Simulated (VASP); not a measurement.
Pt, 1 atom in the cell. It takes space group Fm-3m (No. 225, cubic). Conventional cell: a = 3.973 Å, b = 3.973 Å, c = 3.973 Å, α = 90.00°, β = 90.00°, γ = 90.00°. Pt (site symmetry m-3m) has 12 Pt at 2.81 Å within 3.7 Å. 

```yaml
Program: VASP 6.6.1
Task: single point
Functional: RPBE
Potentials_or_basis: VASP PAW PBE potentials, release 64 (Pt)
Cutoff: 520 eV
k_mesh: 9 × 9 × 9
Occupations: fermi-dirac, width 0.02 eV
Spin: non-collinear spin, zero start, spin-orbit coupling
Starting_moments: "[[0.0, 0.0, 0.0]] μB"
Dipole_correction: no
Further_INCAR_settings: ALGO = Normal; EDIFF = 1e-07; NBANDS = 21
```

Potentials or basis: VASP PAW PBE potentials, release 64 (Pt).

The run is started by

```console
$ cat potpaw_PBE.64/Pt/POTCAR > POTCAR
$ mpirun -np 1 vasp_ncl > vasp.out
```

Hardware: 1 thread of Intel(R) Xeon(R) Platinum 8488C (Sapphire Rapids) (shared host).

Q: Estimate the wall time of this run.

A: Run time: 18 s on 1 thread of Intel(R) Xeon(R) Platinum 8488C (Sapphire Rapids), on a shared host, peak memory 0.2 GiB. Counts: scf iterations 13, k points 35.
